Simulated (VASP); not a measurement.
A run of VASP 6.6.1 is set up as follows.

Contents of INCAR:

```
SYSTEM = Au
PREC = Accurate ; ENCUT = 520
EDIFF = 1E-6 ; ISMEAR = -1
SIGMA = 0.05 ; LREAL = .False.
LASPH = .True. ; NELM = 80
ALGO = Normal ; ISIF = 2
LWAVE = .False. ; LCHARG = .False.
GGA = B5 ; ALDAX = 1.0
AGGAX = 1.0 ; AGGAC = 1.0
ALDAC = 0.0 ; NBANDS = 12
```

File KPOINTS:

```
regular mesh
0
Gamma
  11 11 11
  0 0 0
```

The input POSCAR:

```
Au
1.0
    0.0000000000      2.0350000000      2.0350000000
    2.0350000000      0.0000000000      2.0350000000
    2.0350000000      2.0350000000      0.0000000000
Au
1
Direct
    0.0000000000      0.0000000000      0.0000000000
```

Potentials or basis: VASP PAW PBE potentials, release 64 (Au).

Run with:

```bash
$ cat potpaw_PBE.64/Au/POTCAR > POTCAR
$ mpirun -np 1 vasp_std > vasp.out
```

(1) Predict the pressure.

Answers

(1) 23.4 GPa.

Caveat: the PAW data sets were made with another functional, which shifts forces and pressure a little.
